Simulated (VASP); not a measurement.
# Zn2Si3N3 (P-62m) in VASP: notebook

Runs on Zn2Si3N3. Level: PBE. Tasks: single point, relaxation of cell and atoms.

Everything below comes from runs of VASP 6.6.1. Logs are shortened: lines on timing, memory, paths and dates and some standing lists are left out, and cuts for length are marked.

## (1) The cell of the first run

Symmetry: P-62m, No. 189, hexagonal system. The conventional cell has a = 6.509 Å, b = 6.509 Å, c = 2.884 Å, α = 90.00°, β = 90.00°, γ = 120.00°. Within 2.7 Å of Zn (site symmetry -6) lie 3 N at 2.05 Å. Within 2.4 Å of Si (site symmetry m2m) lie 2 N at 1.79 Å and 2 Si at 2.35 Å. N (site symmetry m2m) has 2 Si at 1.79 Å and 2 Zn at 2.05 Å within 2.4 Å.

## (2) Single point, PBE

Contents of INCAR:

```
ALGO = Normal
EDIFF = 1E-7
ENCUT = 520
GGA = PE
ISIF = 2
ISMEAR = 0
LASPH = True
LCHARG = False
LREAL = False
LWAVE = False
NBANDS = 36
NELM = 80
PREC = Accurate
SIGMA = 0.2
```

Contents of KPOINTS:

```
k-points
0
Gamma
  4 4 4
```

Contents of POSCAR:

```
Zn2Si3N3
1.0
    6.5090487390      0.0000000000      0.0000000000
   -3.2545243695      5.6370015624      0.0000000000
    0.0000000000      0.0000000000      2.8836313600
Zn Si N
2 3 3
Direct
    0.3333333333      0.6666666667      0.0000000000
    0.6666666667      0.3333333333      0.0000000000
    0.0000000000      0.7912443976      0.5000000000
    0.7912443976      0.0000000000      0.5000000000
    0.2087556024      0.2087556024      0.5000000000
    0.0000000000      0.6269966029      0.0000000000
    0.6269966029      0.0000000000      0.0000000000
    0.3730033971      0.3730033971      0.0000000000
```

Potentials or basis: VASP PAW PBE potentials, release 64 (Zn, Si, N).

On the command line:

```bash
$ cat potpaw_PBE.64/Zn/POTCAR potpaw_PBE.64/Si/POTCAR potpaw_PBE.64/N/POTCAR > POTCAR
$ mpirun -np 1 vasp_std > vasp.out
```

OUTCAR:

```text
EDIFF = 1E-7
   ENCUT = 520
   GGA = PE
   ISIF = 2
   ISMEAR = 0
   LASPH = True
   LREAL = False
   NELM = 80
   PREC = Accurate

 ion  position               nearest neighbor table
   1  0.333  0.667  0.000-   6 2.05   7 2.05   8 2.05   3 3.03   3 3.03   4 3.03   4 3.03   5 3.03
                             5 3.03
   2  0.667  0.333  0.000-   7 2.05   6 2.05   8 2.05   4 3.03   4 3.03   3 3.03   3 3.03   5 3.03
                             5 3.03
   3  0.000  0.791  0.500-   6 1.79   6 1.79   5 2.35   4 2.35   1 3.03   1 3.03   2 3.03   2 3.03

   4  0.791  0.000  0.500-   7 1.79   7 1.79   3 2.35   5 2.35   2 3.03   2 3.03   1 3.03   1 3.03

   5  0.209  0.209  0.500-   8 1.79   8 1.79   3 2.35   4 2.35   1 3.03   1 3.03   2 3.03   2 3.03

   6  0.000  0.627  0.000-   3 1.79   3 1.79   1 2.05   2 2.05
   7  0.627  0.000  0.000-   4 1.79   4 1.79   2 2.05   1 2.05
   8  0.373  0.373  0.000-   5 1.79   5 1.79   1 2.05   2 2.05

  LATTYP: Found a hexagonal cell.
 ALAT       =     6.5090487390
 C/A-ratio  =     0.4430188612

  Lattice vectors:

 A1 = (   6.5090487390,   0.0000000000,   0.0000000000)
 A2 = (  -3.2545243695,   5.6370015624,   0.0000000000)
 A3 = (   0.0000000000,   0.0000000000,   2.8836313600)

Analysis of symmetry for initial positions (statically):
=====================================================================
 Subroutine PRICEL returns:
 Original cell was already a primitive cell.

 Routine SETGRP: Setting up the symmetry group for a
 hexagonal supercell.

 Subroutine GETGRP returns: Found 12 space group operations
 (whereof 12 operations were pure point group operations)
 out of a pool of 24 trial point group operations.

The static configuration has the point symmetry D_3h.

Analysis of symmetry for dynamics (positions and initial velocities):
=====================================================================
 Subroutine PRICEL returns:
 Original cell was already a primitive cell.

 Routine SETGRP: Setting up the symmetry group for a
 hexagonal supercell.

 Subroutine GETGRP returns: Found 12 space group operations
 (whereof 12 operations were pure point group operations)
 out of a pool of 24 trial point group operations.

The dynamic configuration has the point symmetry D_3h.

 Subroutine INISYM returns: Found 12 space group operations
 (whereof 12 operations are pure point group operations),
 and found     1 'primitive' translations

----------------------------------------------------------------------------------------

                                     Primitive cell

  volume of cell :     105.8048

  direct lattice vectors                    reciprocal lattice vectors
     6.509048739  0.000000000  0.000000000     0.153632280  0.088699638  0.000000000
    -3.254524369  5.637001562  0.000000000     0.000000000  0.177399277  0.000000000
     0.000000000  0.000000000  2.883631360     0.000000000  0.000000000  0.346784965

  length of vectors
     6.509048739  6.509048739  2.883631360     0.177399277  0.177399277  0.346784965

  position of ions in fractional coordinates (direct lattice)
     0.333333333  0.666666667  0.000000000
     0.666666667  0.333333333  0.000000000
     0.000000000  0.791244398  0.500000000
     0.791244398  0.000000000  0.500000000
     0.208755602  0.208755602  0.500000000
     0.000000000  0.626996603  0.000000000
     0.626996603  0.000000000  0.000000000
     0.373003397  0.373003397  0.000000000

  ion indices of the primitive-cell ions
   primitive index   ion index
                 1           1
                 2           2
                 3           3
                 4           4
                 5           5
                 6           6
                 7           7
                 8           8

----------------------------------------------------------------------------------------

 KPOINTS: k-points

Automatic generation of k-mesh.
 Grid dimensions read from file:
 generate k-points for:    4    4    4

 Generating k-lattice:

  Cartesian coordinates                     Fractional coordinates (reciprocal lattice)
     0.038408070  0.022174910  0.000000000     0.250000000  0.000000000  0.000000000
     0.000000000  0.044349819  0.000000000     0.000000000  0.250000000  0.000000000
     0.000000000  0.000000000  0.086696241     0.000000000  0.000000000  0.250000000

  Length of vectors
     0.044349819  0.044349819  0.086696241

  Shift w.r.t. Gamma in fractional coordinates (k-lattice)
     0.000000000  0.000000000  0.000000000

 Subroutine IBZKPT returns following result:
 ===========================================

 Found     12 irreducible k-points:

 Following reciprocal coordinates:
            Coordinates               Weight
  0.000000  0.000000  0.000000      1.000000
  0.250000  0.000000  0.000000      6.000000
  0.500000  0.000000  0.000000      3.000000
  0.250000  0.250000  0.000000      6.000000
  0.000000  0.000000  0.250000      2.000000
  0.250000  0.000000  0.250000     12.000000
  0.500000  0.000000  0.250000      6.000000
  0.250000  0.250000  0.250000     12.000000
  0.000000  0.000000  0.500000      1.000000
  0.250000  0.000000  0.500000      6.000000
  0.500000  0.000000  0.500000      3.000000
  0.250000  0.250000  0.500000      6.000000
   k-points           NKPTS =     12   k-points in BZ     NKDIM =     12   number of bands    NBANDS=     36
   number of dos      NEDOS =    301   number of ions     NIONS =      8
   total plane-waves  NPLWV =  55296
   dimension x,y,z NGX =    48 NGY =   48 NGZ =   24
   dimension x,y,z NGXF=    96 NGYF=   96 NGZF=   48
   ions per type =               2   3   3
   NGX,Y,Z   is equivalent  to a cutoff of  12.26, 12.26, 13.84 a.u.
   NGXF,Y,Z  is equivalent  to a cutoff of  24.52, 24.52, 27.67 a.u.
 SYSTEM =  unknown system
   PREC   = accura    normal or accurate (medium, high low for compatibility)
   ISTART =      0    job   : 0-new  1-cont  2-samecut
   ICHARG =      2    charge: 1-file 2-atom 10-const
   ISPIN  =      1    spin polarized calculation?
   LNONCOLLINEAR =      F non collinear calculations
   LSORBIT =      F    spin-orbit coupling
   LASPH  =      T    aspherical Exc in radial PAW
   ENCUT  =  520.0 eV  38.22 Ry    6.18 a.u.  12.10 12.10  5.36*2*pi/ulx,y,z
   NELM   =     80;   NELMIN=  2; NELMDL= -5     # of ELM steps
   EDIFF  = 0.1E-06   stopping-criterion for ELM
   LREAL  =      F    real-space projection
   EDIFFG = 0.1E-05   stopping-criterion for IOM
   NSW    =      0    number of steps for IOM
   IBRION =     -1    ionic relax: 0-MD 1-quasi-New 2-CG
   NFREE  =      0    steps in history (QN), initial steepest desc. (CG)
   ISIF   =      2    stress and relaxation
   ISYM   =      2    0-nonsym 1-usesym 2-fastsym
   POTIM  = 0.5000    time-step for ionic-motion
   TEBEG  =    0.0;   TEEND  =   0.0 temperature during run
   PSTRESS=    0.0 pullay stress
   NELECT =      51.0000    total number of electrons
   NUPDOWN=      -1.0000    fix difference up-down
   EMIN   =  10.00;   EMAX   =-10.00  energy-range for DOS
   EFERMI =   0.00;   METHOD = LEGACY
   ISMEAR =     0;   SIGMA  =   0.20  broadening in eV -4-tet -1-fermi 0-gaus
   EFERMI_NEDOS =   21; number of points for ismear=-14 and -15
   IALGO  =     38    algorithm
   IMIX   =      4    mixing-type and parameters
     AMIX     =   0.40;   BMIX     =  1.00
     AMIX_MAG =   1.60;   BMIX_MAG =  1.00
  volume/ion in A,a.u.               =      13.23        89.25
  Fermi-wavevector in a.u.,A,eV,Ry     =   1.283600  2.425653 22.417357  1.647629
  Thomas-Fermi vector in A             =   2.415843
   LORBIT       =      0    0 simple, 1 ext, 2 COOP (PROOUT), +10 PAW based schemes
   GGA     = PE    functional components
   LHFCALC =     F    Hartree Fock is set to
   AEXX    =    0.0000 exact exchange contribution
   IVDW    =     0    specifies the selected vdW correction
   LEPSILON=     F    determine dielectric tensor
   LRPA    =     F    only Hartree local field effects (RPA)
 non-spin polarized calculation
 Gauss-broadening in eV      SIGMA  =   0.20
  energy-cutoff  :      520.00
  volume of cell :      105.80
 maximum number of plane-waves:      2864
   NGX = 25   NGY = 25   NGZ = 11

 number of electron      51.0000016 magnetization

 Free energy of the ion-electron system (eV)
  ---------------------------------------------------
  ext. energy  EPLUGINS =         0.00000000
  ---------------------------------------------------
  free energy    TOTEN  =       -44.24762107 eV

  energy without entropy =      -44.21204108  energy(sigma->0) =      -44.22983107

 E-fermi :   6.1100     XC(G=0): -10.6547

 val. band max:        6.0014843573   @ k =   0.5000   0.0000   0.5000
 cond. band min:       6.2234026417   @ k =   0.2500   0.0000   0.2500
 fundamental gap:      0.2219182844
 Fermi energy:         6.1100418031

 k-point     1 :       0.0000    0.0000    0.0000
  band No.  band energies     occupation
      1     -11.7303      2.00000
      2     -11.0794      2.00000
      3     -11.0794      2.00000
      4      -4.4111      2.00000
      5      -2.2431      2.00000
      6      -2.2116      2.00000
[... 28 lines left out ...]
     35      12.5812      0.00000
     36      13.0880      0.00000

 k-point     2 :       0.2500    0.0000    0.0000
  band No.  band energies     occupation
      1     -11.6312      2.00000
      2     -11.1587      2.00000
      3     -11.1189      2.00000
      4      -4.4952      2.00000
      5      -2.5519      2.00000
      6      -2.1918      2.00000
[... 28 lines left out ...]
     35      12.2580      0.00000
     36      13.7669      0.00000
[... 349 lines left out ...]
     35      11.5645      0.00000
     36      12.3221      0.00000

 k-point    12 :       0.2500    0.2500    0.5000
  band No.  band energies     occupation
      1     -10.0086      2.00000
      2      -9.8801      2.00000
      3      -9.8478      2.00000
      4      -4.5120      2.00000
      5      -3.5032      2.00000
      6      -3.4802      2.00000
[... 28 lines left out ...]
     35      11.5981      0.00000
     36      12.3892      0.00000

------------------------ aborting loop because EDIFF is reached ----------------------------------------

  FORCE on cell =-STRESS in cart. coord.  units (eV):
  Direction    XX          YY          ZZ          XY          YZ          ZX
  --------------------------------------------------------------------------------------
  -------------------------------------------------------------------------------------
  Total        0.1208465      0.1208465      0.2292085     -0.0000000     -0.0000000      0.0000000
  in kB        1.8299508      1.8299508      3.4708503     -0.0000000     -0.0000000      0.0000000
  external PRESSURE =       2.3769173 kB  Pullay stress =       0.0000000 kB

 VOLUME and BASIS-vectors are now :
 -----------------------------------------------------------------------------
  energy-cutoff  :      520.00
  volume of cell :      105.80
      direct lattice vectors                 reciprocal lattice vectors
     6.509048739  0.000000000  0.000000000     0.153632280  0.088699638  0.000000000
    -3.254524369  5.637001562  0.000000000     0.000000000  0.177399277  0.000000000
     0.000000000  0.000000000  2.883631360     0.000000000  0.000000000  0.346784965

 POSITION                                       TOTAL-FORCE (eV/Angst)
 -----------------------------------------------------------------------------------
     -0.00000      3.75800      0.00000         0.000000      0.000000     -0.000000
      3.25452      1.87900      0.00000         0.000000      0.000000     -0.000000
     -2.57512      4.46025      1.44182         0.015343     -0.026574      0.000000
      5.15025      0.00000      1.44182        -0.030685      0.000000      0.000000
      0.67940      1.17676      1.44182         0.015343      0.026574     -0.000000
     -2.04058      3.53438      0.00000        -0.008225      0.014246      0.000000
      4.08115      0.00000      0.00000         0.016450      0.000000     -0.000000
      1.21395      2.10262      0.00000        -0.008225     -0.014246     -0.000000
 -----------------------------------------------------------------------------------
    total drift:                                0.000012      0.000020     -0.000000

  FREE ENERGIE OF THE ION-ELECTRON SYSTEM (eV)
  ---------------------------------------------------
  free  energy   TOTEN  =       -44.2476210719 eV

  energy  without entropy=      -44.2120410769  energy(sigma->0) =      -44.22983107
```

It took 43 s on 1 thread of AMD EPYC 7R13 (Zen 3), shared host; peak memory 0.2 GiB.

Results:

```yaml
Free_energy: -44.2476 eV
Pressure: 0.2 GPa
Largest_force: 0.031 eV/Å
Band_gap_on_the_k_mesh: zero (an odd number of electrons rules out a gap without spin polarisation)
```

Forces on the atoms (eV/Å):
```
Zn   0.000  0.000  0.000
Zn   0.000  0.000  0.000
Si   0.015 -0.027  0.000
Si  -0.031  0.000  0.000
Si   0.015  0.027  0.000
N   -0.008  0.014  0.000
N    0.016  0.000  0.000
N   -0.008 -0.014  0.000
```

Caveat: the k points lie up to 0.54 Å⁻¹ apart, too coarse for converged energies and pressures of a metal.

## (3) Single point, PBE

Contents of INCAR:

```
  PREC = Accurate
  ENCUT = 520
  EDIFF = 1E-6
  ISMEAR = 0
  SIGMA = 0.1
  LREAL = F
  LASPH = T
  NELM = 100
  ALGO = Normal
  ISIF = 2
  LWAVE = F
  LCHARG = F
  GGA = PE
  NBANDS = 36
```

Contents of KPOINTS:

```
Automatic mesh
0
Gamma
  6 6 10
```

Contents of POSCAR:

```
Zn2Si3N3
1.0
    6.5030673394      0.0000000000      0.0000000000
   -3.2515336697      5.6318215185      0.0000000000
    0.0000000000      0.0000000000      2.8943517562
Zn Si N
2 3 3
Direct
    0.3333333333      0.6666666667      0.0000000000
    0.6666666667      0.3333333333      0.0000000000
    0.0000000000      0.7920631415      0.5000000000
    0.7920631415      0.0000000000      0.5000000000
    0.2079368585      0.2079368585      0.5000000000
    0.0000000000      0.6275320968      0.0000000000
    0.6275320968      0.0000000000      0.0000000000
    0.3724679032      0.3724679032      0.0000000000
```

Potentials or basis: VASP PAW PBE potentials, release 64 (Zn, Si, N).

On the command line:

```bash
$ cat potpaw_PBE.64/Zn/POTCAR potpaw_PBE.64/Si/POTCAR potpaw_PBE.64/N/POTCAR > POTCAR
$ mpirun -np 1 vasp_std > vasp.out
```

It took 2 min on 1 thread of AMD EPYC 7R13 (Zen 3), shared host; peak memory 0.27 GiB.

The run converged. Its results:

```
Free energy            : -44.2209 eV
Pressure               : 0.1 GPa
Largest force          : 0.033 eV/Å
Band gap on the k mesh : zero (an odd number of electrons rules out a gap without spin polarisation)
```

Forces on the atoms (eV/Å):
```
Zn   0.000  0.000  0.000
Zn   0.000  0.000  0.000
Si  -0.002  0.003  0.000
Si   0.003  0.000  0.000
Si  -0.002 -0.003  0.000
N   -0.016  0.029  0.000
N    0.033  0.000  0.000
N   -0.016 -0.029  0.000
```

Stress tensor (GPa, compression positive):
```
 0.19  0.00  0.00
 0.00  0.19  0.00
 0.00  0.00 -0.05
```

Levels at points of the mesh, in eV from the Fermi level:
| k point | band 23 | band 24 | band 25 | band 26 | band 27 | band 28 | band 29 | band 30 |
| --- | --- | --- | --- | --- | --- | --- | --- | --- |
| (0.00, 0.00, 0.00) | -4.04 | -1.12 | -1.12 | -0.59 | 2.50 | 2.50 | 2.95 | 4.11 |
| (0.50, 0.00, 0.00) | -3.67 | -2.51 | -1.83 | 0.48 | 1.03 | 2.70 | 3.92 | 4.53 |
| (0.00, 0.00, 0.50) | -3.09 | -2.29 | -2.29 | -1.24 | -0.93 | 1.12 | 3.88 | 3.88 |
| (0.50, 0.00, 0.50) | -3.60 | -2.79 | -1.90 | -0.11 | 0.16 | 0.71 | 3.25 | 3.26 |

(Continued in part 2 of 2.)
